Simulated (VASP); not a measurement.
# SrLiH3 in VASP: notebook, part 2 of 2

VASP 6.6.1. Earlier steps stand in the parts before.

**3. Single point, PBE (strain -0.025 along x and y, -0.025 along z)**

INCAR reads:

```
SYSTEM = SrLiH3
PREC = Accurate ; ENCUT = 520
EDIFF = 1E-6 ; ISMEAR = 0
SIGMA = 0.05 ; LREAL = .False.
LASPH = .True. ; NELM = 100
ALGO = Normal ; ISIF = 2
LWAVE = .False. ; LCHARG = .False.
GGA = PE ; NBANDS = 16
```

KPOINTS reads:

```
Automatic mesh
0
Gamma
  6 6 6
  0 0 0
```

POSCAR reads:

```
SrLiH3
1.0
    4.5150212250      0.0000000000      0.0000000000
    0.0000000000      4.5150212250      0.0000000000
    0.0000000000      0.0000000000      4.5150212250
Li Sr H
1 1 3
Direct
    0.0000000000      0.0000000000      0.0000000000
    0.5000000000      0.5000000000      0.5000000000
    0.0000000000      0.5000000000      0.5000000000
    0.5000000000      0.0000000000      0.5000000000
    0.5000000000      0.5000000000      0.0000000000
```

Potentials or basis: VASP PAW PBE potentials, release 64 (Li_sv, Sr_sv, H).

Launch:

```bash
> cat potpaw_PBE.64/Li_sv/POTCAR potpaw_PBE.64/Sr_sv/POTCAR potpaw_PBE.64/H/POTCAR > POTCAR
> mpirun -np 1 vasp_std > vasp.out
```

OUTCAR:

```text
SYSTEM = SrLiH3
   PREC = Accurate
   ENCUT = 520
   EDIFF = 1E-6
   ISMEAR = 0
   LREAL = .False.
   LASPH = .True.
   NELM = 100
   ISIF = 2
   GGA = PE

 ion  position               nearest neighbor table
   1  0.000  0.000  0.000-
   2  0.500  0.500  0.500-   3 2.26   4 2.26   5 2.26   5 2.26   4 2.26   3 2.26
   3  0.000  0.500  0.500-   2 2.26   2 2.26
   4  0.500  0.000  0.500-   2 2.26   2 2.26
   5  0.500  0.500  0.000-   2 2.26   2 2.26

  LATTYP: Found a simple cubic cell.
 ALAT       =     4.5150212250

  Lattice vectors:

 A1 = (   4.5150212250,   0.0000000000,   0.0000000000)
 A2 = (   0.0000000000,   4.5150212250,   0.0000000000)
 A3 = (   0.0000000000,   0.0000000000,   4.5150212250)

Analysis of symmetry for initial positions (statically):
=====================================================================
 Subroutine PRICEL returns:
 Original cell was already a primitive cell.

 Routine SETGRP: Setting up the symmetry group for a
 simple cubic supercell.
[... 170 lines left out ...]

 val. band max:       -1.1871058437   @ k =   0.5000   0.5000   0.5000
 cond. band min:       0.5116880957   @ k =   0.5000   0.5000   0.0000
 fundamental gap:      1.6987939394
 Fermi energy:        -0.9166552043

 k-point     1 :       0.0000    0.0000    0.0000
  band No.  band energies     occupation
      1     -48.7455      2.00000
      2     -33.8961      2.00000
      3     -15.9789      2.00000
      4     -15.9789      2.00000
      5     -15.9789      2.00000
      6      -4.5345      2.00000
[... 357 lines left out ...]
      3     -16.1101      2.00000
      4     -16.1101      2.00000
      5     -16.1101      2.00000
      6      -1.1871      2.00000
[... 8 lines left out ...]
     15       6.2739      0.00000
     16       8.3046      0.00000

------------------------ aborting loop because EDIFF is reached ----------------------------------------

  FORCE on cell =-STRESS in cart. coord.  units (eV):
  Direction    XX          YY          ZZ          XY          YZ          ZX
  --------------------------------------------------------------------------------------
  -------------------------------------------------------------------------------------
  Total        1.1945497      1.1945497      1.1945497      0.0000000     -0.0000000      0.0000000
  in kB       20.7938748     20.7938748     20.7938748      0.0000000     -0.0000000      0.0000000
  external PRESSURE =      20.7938748 kB  Pullay stress =       0.0000000 kB

 VOLUME and BASIS-vectors are now :
 -----------------------------------------------------------------------------
  energy-cutoff  :      520.00
  volume of cell :       92.04
      direct lattice vectors                 reciprocal lattice vectors
     4.515021225  0.000000000  0.000000000     0.221482901  0.000000000  0.000000000
     0.000000000  4.515021225  0.000000000     0.000000000  0.221482901  0.000000000
     0.000000000  0.000000000  4.515021225     0.000000000  0.000000000  0.221482901

 POSITION                                       TOTAL-FORCE (eV/Angst)
 -----------------------------------------------------------------------------------
      0.00000      0.00000      0.00000         0.000000      0.000000      0.000000
      2.25751      2.25751      2.25751         0.000000      0.000000      0.000000
      0.00000      2.25751      2.25751         0.000000      0.000000      0.000000
      2.25751      0.00000      2.25751         0.000000      0.000000      0.000000
      2.25751      2.25751      0.00000         0.000000      0.000000      0.000000
 -----------------------------------------------------------------------------------
    total drift:                                0.000000      0.000000      0.000000

  FREE ENERGIE OF THE ION-ELECTRON SYSTEM (eV)
  ---------------------------------------------------
  free  energy   TOTEN  =       -13.8049928956 eV

  energy  without entropy=      -13.8049928956  energy(sigma->0) =      -13.80499290
```

OSZICAR:

```text
N       E                     dE             d eps       ncg     rms          rms(c)
DAV:   1     0.600511903748E+02    0.60051E+02   -0.61567E+03   640   0.872E+02
DAV:   2    -0.993853030380E+01   -0.69990E+02   -0.64740E+02   856   0.186E+02
DAV:   3    -0.156959694501E+02   -0.57574E+01   -0.57346E+01  1184   0.412E+01
DAV:   4    -0.157603803862E+02   -0.64411E-01   -0.64404E-01   752   0.495E+00
DAV:   5    -0.157614340400E+02   -0.10537E-02   -0.10536E-02  1016   0.491E-01    0.263E+01
DAV:   6    -0.142472479644E+02    0.15142E+01   -0.73737E-01   720   0.374E+00    0.153E+01
DAV:   7    -0.138166272089E+02    0.43062E+00   -0.11863E+00   832   0.492E+00    0.236E+00
DAV:   8    -0.138054099335E+02    0.11217E-01   -0.16324E-01   816   0.182E+00    0.856E-01
DAV:   9    -0.138055823122E+02   -0.17238E-03   -0.45360E-03   824   0.402E-01    0.242E-01
DAV:  10    -0.138052550038E+02    0.32731E-03   -0.39690E-03   840   0.294E-01    0.200E-01
DAV:  11    -0.138049866296E+02    0.26837E-03   -0.70919E-04   760   0.121E-01    0.660E-02
DAV:  12    -0.138049950112E+02   -0.83815E-05   -0.70733E-05   848   0.443E-02    0.166E-02
DAV:  13    -0.138049938829E+02    0.11283E-05   -0.40962E-06   824   0.113E-02    0.102E-02
DAV:  14    -0.138049928956E+02    0.98734E-06   -0.32204E-06   752   0.853E-03
   1 F= -.13804993E+02 E0= -.13804993E+02  d E =-.770417E-16
```

stdout:

```text
POSCAR found type information on POSCAR LiSrH
 POSCAR found :  3 types and       5 ions
 scaLAPACK will be used
 LDA part: xc-table for (Slater+PW92), standard interpolation
 POSCAR, INCAR and KPOINTS ok, starting setup
 FFT: planning ... GRIDC
 FFT: planning ... GRID_SOFT
 FFT: planning ... GRID
 WAVECAR not read
 entering main loop
```

It took 35 s on 1 thread of Intel Xeon 8259CL, shared host; peak memory 0.22 GiB.

What came out:

```yaml
Free_energy: -13.8050 eV
Band_gap_on_the_k_mesh: 1.70 eV (least direct gap 2.17 eV)
```

Caveat: the cell differs from its parent crystal (strain -0.025 along x and y, -0.025 along z); the cutoff is under 1.25 times the usual one of these potentials, so pressure, stress and relaxed cells hold a basis-set (Pulay) error. A k mesh can miss the band edges.

**4. Single point, PBE (strain +0.025 along x and y, +0.025 along z)**

INCAR reads:

```
PREC = Accurate
ENCUT = 520
EDIFF = 1E-6
ISMEAR = 0
SIGMA = 0.05
LREAL = F
LASPH = T
NELM = 80
ALGO = Normal
ISIF = 2
LWAVE = F
LCHARG = F
GGA = PE
NBANDS = 16
```

KPOINTS reads:

```
Automatic mesh
0
Gamma
  6 6 6
```

Changes to POSCAR since step 3:

```diff
@@ -2,5 +2,5 @@
 1.0
-    4.5150212250      0.0000000000      0.0000000000
-    0.0000000000      4.5150212250      0.0000000000
-    0.0000000000      0.0000000000      4.5150212250
+    4.7465607750      0.0000000000      0.0000000000
+    0.0000000000      4.7465607750      0.0000000000
+    0.0000000000      0.0000000000      4.7465607750
 Li Sr H
```

Launch:

```bash
> cat potpaw_PBE.64/Li_sv/POTCAR potpaw_PBE.64/Sr_sv/POTCAR potpaw_PBE.64/H/POTCAR > POTCAR
> mpirun -np 1 vasp_std > vasp.out
```

Run time: 36 s. Hardware: 1 thread of Intel Xeon 8259CL, shared host; peak memory 0.22 GiB.

Results (log left out):

```yaml
Free_energy: -13.8326 eV
Band_gap_on_the_k_mesh: 1.93 eV (least direct gap 2.30 eV)
```

Levels at points of the mesh, in eV from the valence-band top:
```tsv
k point	band 6	band 7	band 8	band 9	band 10	band 11
(0.00, 0.00, 0.00)	-2.85	-0.75	-0.75	4.94	5.11	5.11
(0.50, 0.00, 0.00)	-2.05	-0.78	-0.63	3.78	4.66	4.66
(0.50, 0.50, 0.00)	-1.20	-0.37	-0.37	1.93	5.05	5.05
(0.50, 0.50, 0.50)	0.00	0.00	0.00	2.58	2.58	2.58
```

Caveat: the cell differs from its parent crystal (strain +0.025 along x and y, +0.025 along z); the cutoff is under 1.25 times the usual one of these potentials, so pressure, stress and relaxed cells hold a basis-set (Pulay) error. A k mesh can miss the band edges.

**5. Single point, PBE (strain +0.050 along x and y, +0.050 along z)**

INCAR reads:

```
PREC = Accurate ; ENCUT = 520
EDIFF = 1E-6 ; ISMEAR = 0
SIGMA = 0.05 ; LREAL = F
LASPH = T ; NELM = 60
ALGO = Normal ; ISIF = 2
LWAVE = F ; LCHARG = F
GGA = PE ; NBANDS = 16
```

KPOINTS reads:

```
regular mesh
0
Gamma
  6 6 6
```

Changes to POSCAR since step 4:

```diff
@@ -2,5 +2,5 @@
 1.0
-    4.7465607750      0.0000000000      0.0000000000
-    0.0000000000      4.7465607750      0.0000000000
-    0.0000000000      0.0000000000      4.7465607750
+    4.8623305500      0.0000000000      0.0000000000
+    0.0000000000      4.8623305500      0.0000000000
+    0.0000000000      0.0000000000      4.8623305500
 Li Sr H
```

Launch:

```bash
> cat potpaw_PBE.64/Li_sv/POTCAR potpaw_PBE.64/Sr_sv/POTCAR potpaw_PBE.64/H/POTCAR > POTCAR
> mpirun -np 1 vasp_std > vasp.out
```

It took 41 s on 1 thread of Intel Xeon 8259CL, shared host; peak memory 0.22 GiB.

It converged, with:

```
Free energy            : -13.7459 eV
Band gap on the k mesh : 1.99 eV (least direct gap 2.33 eV)
```

Levels at points of the mesh, in eV from the valence-band top:
```tsv
k point	band 5	band 6	band 7	band 8	band 9	band 10	band 11	band 12
(0.00, 0.00, 0.00)	-15.21	-2.64	-0.61	-0.61	4.70	5.01	5.01	5.01
(0.50, 0.00, 0.00)	-15.21	-1.87	-0.71	-0.50	3.66	4.63	4.63	5.76
(0.50, 0.50, 0.00)	-15.21	-1.07	-0.34	-0.34	1.99	4.97	4.97	5.55
(0.50, 0.50, 0.50)	-15.26	0.00	0.00	0.00	2.67	2.67	2.67	4.13
```

Caveat: the cell differs from its parent crystal (strain +0.050 along x and y, +0.050 along z); the cutoff is under 1.25 times the usual one of these potentials, so pressure, stress and relaxed cells hold a basis-set (Pulay) error. A k mesh can miss the band edges.

**6. Single point, PBE (strain -0.050 along x and y, -0.025 along z)**

INCAR reads:

```
SYSTEM = SrLiH3
  PREC = Accurate
  ENCUT = 520
  EDIFF = 1E-7
  ISMEAR = 0
  SIGMA = 0.05
  LREAL = .FALSE.
  LASPH = .TRUE.
  NELM = 80
  ALGO = Normal
  ISIF = 2
  LWAVE = .FALSE.
  LCHARG = .FALSE.
  GGA = PE
  NBANDS = 16
```

KPOINTS reads:

```
regular mesh
0
G
  6 6 6
  0 0 0
```

Changes to POSCAR since step 5:

```diff
@@ -2,5 +2,5 @@
 1.0
-    4.8623305500      0.0000000000      0.0000000000
-    0.0000000000      4.8623305500      0.0000000000
-    0.0000000000      0.0000000000      4.8623305500
+    4.3992514500      0.0000000000      0.0000000000
+    0.0000000000      4.3992514500      0.0000000000
+    0.0000000000      0.0000000000      4.5150212250
 Li Sr H
```

Potentials or basis: VASP PAW PBE potentials, release 64 (Li_sv, Sr_sv, H).

Launch:

```bash
> cat potpaw_PBE.64/Li_sv/POTCAR potpaw_PBE.64/Sr_sv/POTCAR potpaw_PBE.64/H/POTCAR > POTCAR
> mpirun -np 1 vasp_std > vasp.out
```

Wall time 57 s (1 thread of Intel Xeon 8259CL, shared host); peak memory 0.24 GiB.

It converged, with:

```
Free energy            : -13.7114 eV
Band gap on the k mesh : 1.52 eV (least direct gap 2.03 eV)
```

Levels at points of the mesh, in eV from the valence-band top:
| k point | band 5 | band 6 | band 7 | band 8 | band 9 | band 10 | band 11 | band 12 |
| --- | --- | --- | --- | --- | --- | --- | --- | --- |
| (0.00, 0.00, 0.00) | -14.77 | -3.59 | -1.36 | -1.35 | 5.10 | 5.40 | 5.40 | 5.56 |
| (0.50, 0.00, 0.00) | -14.76 | -2.67 | -1.18 | -0.99 | 4.01 | 4.42 | 4.68 | 6.31 |
| (0.50, 0.50, 0.00) | -14.78 | -1.68 | -0.47 | -0.47 | 1.59 | 5.06 | 5.06 | 5.54 |
| (0.00, 0.00, 0.50) | -14.76 | -2.72 | -1.23 | -1.17 | 4.05 | 4.64 | 4.64 | 6.12 |
| (0.50, 0.00, 0.50) | -14.76 | -1.76 | -0.66 | -0.51 | 1.52 | 5.24 | 5.25 | 5.69 |
| (0.50, 0.50, 0.50) | -14.92 | -0.14 | 0.00 | 0.00 | 2.12 | 2.12 | 2.13 | 4.62 |

Caveat: the cell differs from its parent crystal (strain -0.050 along x and y, -0.025 along z); the cutoff is under 1.25 times the usual one of these potentials, so pressure, stress and relaxed cells hold a basis-set (Pulay) error. A k mesh can miss the band edges.

**7. Summary**

```tsv
cell	gap on the mesh (eV)
a = 4.399 Å, 5 atoms	1.53
a = 4.515 Å, 5 atoms	1.70
a = 4.747 Å, 5 atoms	1.93
a = 4.862 Å, 5 atoms	1.99
a = 4.399, b = 4.399, c = 4.515 Å, 5 atoms	1.52
```

Alike in all rows: task single point; level PBE; potentials or basis VASP PAW PBE potentials, release 64 (Li_sv, Sr_sv, H); no spin polarisation; k mesh 6 × 6 × 6; cutoff (eV) 520; smearing gaussian 0.05 eV.

Caveats: the cutoff is under 1.25 times the usual one of these potentials, so pressure, stress and relaxed cells hold a basis-set (Pulay) error.

Absolute energies hang on the potentials; compare differences alone.
